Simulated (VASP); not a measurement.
Write the native input for VASP 6.6.1 that does the following.

* Task: single point
* Functional: PBE
* Potentials or basis: VASP PAW PBE potentials, release 64 (P)
* Cutoff: 520 eV
* k mesh: 22 × 22 × 24
* Occupations: gaussian, width 0.1 eV
* Spin: no spin polarisation
* Dipole correction: no
* Further INCAR settings: ALGO = Normal; EDIFF = 1e-06; NBANDS = 8

The structure of P lies in POSCAR:

```
P
1.0
    2.4209949250      0.0000000000      0.0000000000
    0.0000000000      2.4209949250      0.0000000000
    0.0000000000      0.0000000000      2.4181720101
P
1
Direct
    0.0000000000      0.0000000000      0.5000000000
```

This isn't the form of P at room conditions, which is orthorhombic.

The input as run:

INCAR

```
SYSTEM = P
PREC = Accurate
ENCUT = 520
EDIFF = 1E-6
ISMEAR = 0
SIGMA = 0.1
LREAL = .FALSE.
LASPH = .TRUE.
NELM = 100
ALGO = Normal
ISIF = 2
LWAVE = .FALSE.
LCHARG = .FALSE.
GGA = PE
NBANDS = 8
```

KPOINTS

```
regular mesh
0
G
  22 22 24
  0 0 0
```

Potentials or basis: VASP PAW PBE potentials, release 64 (P).

Run with:

```sh
$ cat potpaw_PBE.64/P/POTCAR > POTCAR
$ mpirun -np 1 vasp_std > vasp.out
```

Results of the run:

```yaml
Pressure: 3.5 GPa
Band_gap_on_the_k_mesh: zero (an odd number of electrons rules out a gap without spin polarisation)
```

Caveat: the cell stands under pressure; an odd number of electrons without spin polarisation forces a metal; a magnetic or distorted state may lie lower.

Run time: 36 s on 1 thread of AMD EPYC 9R45 96-Core Processor (Zen 5), on a shared host, peak memory 0.16 GiB.
